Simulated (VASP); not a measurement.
# WF2 (Fm-3m) in VASP: further runs, part 2 of 2

VASP 6.6.1.

### Step 5. Single point, PBEsol

This run uses another cell than the first one, of 13.67 Å³/atom, 0.923 times its volume.

INCAR

```
PREC = Accurate
ENCUT = 520
EDIFF = 1E-6
ISMEAR = 0
SIGMA = 0.1
LREAL = F
LASPH = T
NELM = 60
ALGO = Normal
ISIF = 2
LWAVE = F
LCHARG = T
GGA = PS
LELF = T
LVHAR = T
NBANDS = 21
```

KPOINTS

```
Automatic mesh
0
Gamma
  14 14 14
```

POSCAR

```
WF2
1.0
    0.0000000000      2.7370350395      2.7370350395
    2.7370350395      0.0000000000      2.7370350395
    2.7370350395      2.7370350395      0.0000000000
W F
1 2
Direct
    0.0000000000      0.0000000000      0.0000000000
    0.2500000000      0.2500000000      0.2500000000
    0.7500000000      0.7500000000      0.7500000000
```

Potentials or basis: VASP PAW PBE potentials, release 64 (W_sv, F).

On the command line:

```
cat potpaw_PBE.64/W_sv/POTCAR potpaw_PBE.64/F/POTCAR > POTCAR
mpirun -np 1 vasp_std > vasp.out
```

OUTCAR:

```text
PREC = Accurate
   ENCUT = 520
   EDIFF = 1E-6
   ISMEAR = 0
   LREAL = F
   LASPH = T
   NELM = 60
   ISIF = 2
   GGA = PS

 ion  position               nearest neighbor table
   1  0.000  0.000  0.000-   3 2.37   3 2.37   3 2.37   2 2.37   3 2.37   2 2.37   2 2.37   2 2.37

   2  0.250  0.250  0.250-   1 2.37   1 2.37   1 2.37   1 2.37
   3  0.750  0.750  0.750-   1 2.37   1 2.37   1 2.37   1 2.37

  LATTYP: Found a face centered cubic cell.
 ALAT       =     5.4740700790

  Lattice vectors:

 A1 = (   0.0000000000,   2.7370350395,   2.7370350395)
 A2 = (   2.7370350395,   0.0000000000,   2.7370350395)
 A3 = (   2.7370350395,   2.7370350395,   0.0000000000)

Analysis of symmetry for initial positions (statically):
=====================================================================
 Subroutine PRICEL returns:
 Original cell was already a primitive cell.

 Routine SETGRP: Setting up the symmetry group for a
 face centered cubic supercell.

 Subroutine GETGRP returns: Found 48 space group operations
 (whereof 48 operations were pure point group operations)
 out of a pool of 48 trial point group operations.

The static configuration has the point symmetry O_h .

Analysis of symmetry for dynamics (positions and initial velocities):
=====================================================================
 Subroutine PRICEL returns:
 Original cell was already a primitive cell.

 Routine SETGRP: Setting up the symmetry group for a
 face centered cubic supercell.

 Subroutine GETGRP returns: Found 48 space group operations
 (whereof 48 operations were pure point group operations)
 out of a pool of 48 trial point group operations.

The dynamic configuration has the point symmetry O_h .

 Subroutine INISYM returns: Found 48 space group operations
 (whereof 48 operations are pure point group operations),
 and found     1 'primitive' translations

----------------------------------------------------------------------------------------

                                     Primitive cell

  volume of cell :      41.0082

  direct lattice vectors                    reciprocal lattice vectors
     0.000000000  2.737035039  2.737035039    -0.182679430  0.182679430  0.182679430
     2.737035039  0.000000000  2.737035039     0.182679430 -0.182679430  0.182679430
     2.737035039  2.737035039  0.000000000     0.182679430  0.182679430 -0.182679430

  length of vectors
     3.870752074  3.870752074  3.870752074     0.316410054  0.316410054  0.316410054

  position of ions in fractional coordinates (direct lattice)
     0.000000000  0.000000000  0.000000000
     0.250000000  0.250000000  0.250000000
     0.750000000  0.750000000  0.750000000

  ion indices of the primitive-cell ions
   primitive index   ion index
                 1           1
                 2           2
                 3           3

----------------------------------------------------------------------------------------

 KPOINTS: Automatic mesh

Automatic generation of k-mesh.
 Grid dimensions read from file:
 generate k-points for:   14   14   14

 Generating k-lattice:

  Cartesian coordinates                     Fractional coordinates (reciprocal lattice)
    -0.013048531  0.013048531  0.013048531     0.071428571  0.000000000  0.000000000
     0.013048531 -0.013048531  0.013048531     0.000000000  0.071428571  0.000000000
     0.013048531  0.013048531 -0.013048531     0.000000000  0.000000000  0.071428571

  Length of vectors
     0.022600718  0.022600718  0.022600718

  Shift w.r.t. Gamma in fractional coordinates (k-lattice)
     0.000000000  0.000000000  0.000000000

 Subroutine IBZKPT returns following result:
 ===========================================

 Found    104 irreducible k-points:

 Following reciprocal coordinates:
            Coordinates               Weight
  0.000000  0.000000  0.000000      1.000000
  0.071429  0.000000  0.000000      8.000000
  0.142857  0.000000  0.000000      8.000000
  0.214286  0.000000  0.000000      8.000000
  0.285714  0.000000  0.000000      8.000000
  0.357143  0.000000  0.000000      8.000000
[... 16 lines left out ...]
  0.214286  0.142857  0.000000     24.000000
  0.285714  0.142857  0.000000     24.000000
 [... further k-points ...]
   k-points           NKPTS =    104   k-points in BZ     NKDIM =    104   number of bands    NBANDS=     21
   number of dos      NEDOS =    301   number of ions     NIONS =      3
   total plane-waves  NPLWV =  27000
   dimension x,y,z NGX =    30 NGY =   30 NGZ =   30
   dimension x,y,z NGXF=    60 NGYF=   60 NGZF=   60
   ions per type =               1   2
   NGX,Y,Z   is equivalent  to a cutoff of  12.88, 12.88, 12.88 a.u.
   NGXF,Y,Z  is equivalent  to a cutoff of  25.77, 25.77, 25.77 a.u.
 SYSTEM =  unknown system
   PREC   = accura    normal or accurate (medium, high low for compatibility)
   ISTART =      0    job   : 0-new  1-cont  2-samecut
   ICHARG =      2    charge: 1-file 2-atom 10-const
   ISPIN  =      1    spin polarized calculation?
   LNONCOLLINEAR =      F non collinear calculations
   LSORBIT =      F    spin-orbit coupling
   LASPH  =      T    aspherical Exc in radial PAW
   ENCUT  =  520.0 eV  38.22 Ry    6.18 a.u.   7.20  7.20  7.20*2*pi/ulx,y,z
   NELM   =     60;   NELMIN=  2; NELMDL= -5     # of ELM steps
   EDIFF  = 0.1E-05   stopping-criterion for ELM
   LREAL  =      F    real-space projection
   EDIFFG = 0.1E-04   stopping-criterion for IOM
   NSW    =      0    number of steps for IOM
   IBRION =     -1    ionic relax: 0-MD 1-quasi-New 2-CG
   NFREE  =      0    steps in history (QN), initial steepest desc. (CG)
   ISIF   =      2    stress and relaxation
   ISYM   =      2    0-nonsym 1-usesym 2-fastsym
   POTIM  = 0.5000    time-step for ionic-motion
   TEBEG  =    0.0;   TEEND  =   0.0 temperature during run
   PSTRESS=    0.0 pullay stress
   NELECT =      28.0000    total number of electrons
   NUPDOWN=      -1.0000    fix difference up-down
   EMIN   =  10.00;   EMAX   =-10.00  energy-range for DOS
   EFERMI =   0.00;   METHOD = LEGACY
   ISMEAR =     0;   SIGMA  =   0.10  broadening in eV -4-tet -1-fermi 0-gaus
   EFERMI_NEDOS =   21; number of points for ismear=-14 and -15
   IALGO  =     38    algorithm
   IMIX   =      4    mixing-type and parameters
     AMIX     =   0.40;   BMIX     =  1.00
     AMIX_MAG =   1.60;   BMIX_MAG =  1.00
  volume/ion in A,a.u.               =      13.67        92.25
  Fermi-wavevector in a.u.,A,eV,Ry     =   1.441575  2.724181 28.274779  2.078138
  Thomas-Fermi vector in A             =   2.560192
   LORBIT       =      0    0 simple, 1 ext, 2 COOP (PROOUT), +10 PAW based schemes
   GGA     = PS    functional components
   LHFCALC =     F    Hartree Fock is set to
   AEXX    =    0.0000 exact exchange contribution
   IVDW    =     0    specifies the selected vdW correction
   LEPSILON=     F    determine dielectric tensor
   LRPA    =     F    only Hartree local field effects (RPA)
 non-spin polarized calculation
 Gauss-broadening in eV      SIGMA  =   0.10
  energy-cutoff  :      520.00
  volume of cell :       41.01
 maximum number of plane-waves:      1123
 NGX is ok and might be reduce to    30
   NGX = 15   NGY = 15   NGZ = 15

 number of electron      27.9999987 magnetization

 Free energy of the ion-electron system (eV)
  ---------------------------------------------------
  ext. energy  EPLUGINS =         0.00000000
  ---------------------------------------------------
  free energy    TOTEN  =       -18.07845063 eV

  energy without entropy =      -18.05418038  energy(sigma->0) =      -18.06631550

 E-fermi :   6.1060     XC(G=0): -11.1577

 val. band max:        6.1024452816   @ k =  -0.4286   0.3571   0.0000
 cond. band min:       6.1096351100   @ k =   0.5000   0.0000   0.0000
 fundamental gap:      0.0071898285
 Fermi energy:         6.1059842802

 k-point     1 :       0.0000    0.0000    0.0000
  band No.  band energies     occupation
      1     -69.0388      2.00000
      2     -33.1861      2.00000
      3     -33.1861      2.00000
      4     -33.1861      2.00000
      5     -20.5778      2.00000
      6     -19.6468      2.00000
[... 13 lines left out ...]
     20      15.1991      0.00000
     21      15.1991      0.00000
[... 529 lines left out ...]
 k-point    24 :       0.2857    0.1429    0.0000
  band No.  band energies     occupation
      1     -69.0381      2.00000
      2     -33.2217      2.00000
      3     -33.1940      2.00000
      4     -33.1937      2.00000
      5     -20.3460      2.00000
      6     -19.8015      2.00000
[... 13 lines left out ...]
     20      15.8696      0.00000
     21      16.1062      0.00000

 [... further k-points ...]
[... 5 lines left out ...]
  --------------------------------------------------------------------------------------
  -------------------------------------------------------------------------------------
  Total       -4.7271233     -4.7271233     -4.7271233     -0.0000000      0.0000000     -0.0000000
  in kB     -184.6870511   -184.6870511   -184.6870511     -0.0000000      0.0000000     -0.0000000
  external PRESSURE =    -184.6870511 kB  Pullay stress =       0.0000000 kB

 VOLUME and BASIS-vectors are now :
 -----------------------------------------------------------------------------
  energy-cutoff  :      520.00
  volume of cell :       41.01
      direct lattice vectors                 reciprocal lattice vectors
     0.000000000  2.737035039  2.737035039    -0.182679430  0.182679430  0.182679430
     2.737035039  0.000000000  2.737035039     0.182679430 -0.182679430  0.182679430
     2.737035039  2.737035039  0.000000000     0.182679430  0.182679430 -0.182679430

 POSITION                                       TOTAL-FORCE (eV/Angst)
 -----------------------------------------------------------------------------------
      0.00000      0.00000      0.00000         0.000000     -0.000000     -0.000000
      1.36852      1.36852      1.36852        -0.000000      0.000000     -0.000000
      4.10555      4.10555      4.10555         0.000000      0.000000      0.000000
 -----------------------------------------------------------------------------------
    total drift:                                0.000000     -0.000000      0.000000

  FREE ENERGIE OF THE ION-ELECTRON SYSTEM (eV)
  ---------------------------------------------------
  free  energy   TOTEN  =       -18.0784506284 eV

  energy  without entropy=      -18.0541803762  energy(sigma->0) =      -18.06631550
```

Wall time 79 s (1 thread of Intel Xeon 6975P-C, shared host); peak memory 0.23 GiB.

Results:

```
Free energy            : -18.0785 eV
Pressure               : -18.5 GPa
Band gap on the k mesh : zero (band 14 reaches 6.20 eV, above the bottom of band 15 at 5.51 eV)
```

Caveat: the PAW data sets were made with another functional, which shifts forces and pressure a little; spin-orbit coupling is left out, which moves the levels of the heavy elements.

### Step 6. Summary

```tsv
cell	gap on the mesh (eV)	pressure (GPa)
a = 3.975 Å, angles 60.0°, 3 atoms	none	-22.1
a = 3.714 Å, angles 60.0°, 3 atoms	none	-7.5
a = 3.783 Å, angles 60.0°, 3 atoms	none	-13.3
a = 3.871 Å, angles 60.0°, 3 atoms	none	-18.5
```

Alike in all rows: task single point; level PBEsol; potentials or basis VASP PAW PBE potentials, release 64 (W_sv, F); no spin polarisation; k mesh 14 × 14 × 14; cutoff (eV) 520; smearing gaussian 0.1 eV.

Caveats: the PAW data sets were made with another functional, which shifts forces and pressure a little; spin-orbit coupling is left out, which moves the levels of the heavy elements.

Absolute energies hang on the potentials; compare differences alone.
